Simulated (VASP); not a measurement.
A run of VASP 6.6.1:

The input INCAR:

```
PREC = Accurate
ENCUT = 520
EDIFF = 1E-6
ISMEAR = 0
SIGMA = 0.1
LREAL = False
LASPH = True
NELM = 100
ALGO = Fast
ISIF = 2
LWAVE = False
LCHARG = True
GGA = PS
LELF = True
LVHAR = True
NBANDS = 12
```

File KPOINTS:

```
regular mesh
0
Gamma
  18 18 18
```

The input POSCAR:

```
Au
1.0
    0.0000000000      2.0418799211      2.0418799211
    2.0418799211      0.0000000000      2.0418799211
    2.0418799211      2.0418799211      0.0000000000
Au
1
Direct
    0.0000000000      0.0000000000      0.0000000000
```

Potentials or basis: VASP PAW PBE potentials, release 64 (Au).

Command:

```bash
$ cat potpaw_PBE.64/Au/POTCAR > POTCAR
$ mpirun -np 1 vasp_std > vasp.out
```

Hardware: 1 thread of AMD EPYC 7R43 64-Core Processor (Zen 3), with other jobs on the host.

Task: How long does it take, and how much memory?

Result: Wall time 51 s on 1 thread of AMD EPYC 7R43 64-Core Processor (Zen 3) (shared host), peak memory 0.13 GiB. Counts: scf iterations 12, k points 195.
